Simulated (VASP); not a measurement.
Crystal: Se.

```xyz
3
Lattice="4.3662 0.0000 0.0000 -2.1831 3.7812 0.0000 0.0000 0.0000 4.9536" Properties=species:S:1:pos:R:3 pbc="T T T"
Se    0.9841    0.0000    1.6512
Se   -0.4921    0.8523    3.3024
Se    1.6910    2.9289    0.0000
```

```yaml
Program: VASP 6.6.1
Task: relaxation of volume and atoms at fixed shape
Functional: PBE
Potentials_or_basis: VASP PAW PBE potentials, release 64 (Se)
Cutoff: 600 eV
k_mesh: 12 × 12 × 10
Occupations: gaussian, width 0.05 eV
Spin: no spin polarisation
```

At the start: pressure 2.9 GPa; volume 27.26 Å³/atom.

**Question.** How do energy, volume and symmetry change on relaxing?

**Answer.** Over 7 steps the energy falls by 13.3 meV/atom and the volume is 29.27 Å³/atom (+7.4 %); space group P3_121 (No. 152, to 0.1 Å) before and after.

The path:
```tsv
step	energy change (eV)	largest force (eV/Å)	pressure (GPa)	volume (Å³)
1	0.0000	0.4335	2.91	81.78
2	-0.0081	0.5157	-1.89	87.78
3	-0.0339	0.1046	0.16	84.88
4	-0.0355	0.0909	0.13	85.30
5	-0.0389	0.0465	0.06	86.55
6	-0.0388	0.0586	-0.01	89.11
7	-0.0400	0.0046	0.01	87.81
```

Final structure:
```cif
data_structure
_symmetry_space_group_name_H-M 'P 1'
_symmetry_Int_Tables_number 1
_cell_length_a 4.4709
_cell_length_b 4.4709
_cell_length_c 5.0724
_cell_angle_alpha 90.000
_cell_angle_beta 90.000
_cell_angle_gamma 120.000
_cell_volume 87.81
loop_
_atom_site_label
_atom_site_type_symbol
_atom_site_fract_x
_atom_site_fract_y
_atom_site_fract_z
_atom_site_occupancy
Se1 Se 0.22128 0.00000 0.33333 1
Se2 Se 0.00000 0.22128 0.66667 1
Se3 Se 0.77872 0.77872 0.00000 1
```
